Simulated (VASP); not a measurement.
## Pd: single point with LDA

The system is Pd.

```xyz
2
Lattice="2.7045 0.0000 0.0000 -1.3522 2.3421 0.0000 0.0000 0.0000 4.5016" Properties=species:S:1:pos:R:3 pbc="T T T"
Pd    0.0000    1.5614    1.1254
Pd    1.3522    0.7807    3.3762
```

```json
{
 "Program": "VASP 6.6.1",
 "Task": "single point",
 "Functional": "LDA",
 "Potentials or basis": "VASP PAW LDA potentials, release 64 (Pd)",
 "Cutoff": "500 eV",
 "k mesh": "7 × 7 × 4",
 "Occupations": "fermi-dirac, width 0.1 eV",
 "Spin": "no spin polarisation"
}
```

* Pressure: 0.3 GPa
* Band gap on the k mesh: zero (band 10 reaches 10.31 eV, above the bottom of band 11 at 9.47 eV)

Stress tensor (GPa, compression positive):
```
0.37 0.00 0.00
0.00 0.37 0.00
0.00 0.00 0.27
```

Levels at points of the mesh, in eV from the Fermi level:
| k point | band 8 | band 9 | band 10 | band 11 | band 12 | band 13 |
| --- | --- | --- | --- | --- | --- | --- |
| (0.00, 0.00, 0.00) | -1.83 | -1.83 | -0.29 | -0.29 | 0.63 | 7.18 |
| (0.00, 0.00, 0.50) | -3.01 | -0.78 | -0.78 | -0.78 | -0.78 | 14.28 |

It took 6.1 s on 1 thread of Intel(R) Xeon(R) Platinum 8488C (Sapphire Rapids), on a shared host, peak memory 0.13 GiB.

Caveat: the k points lie up to 0.38 Å⁻¹ apart.
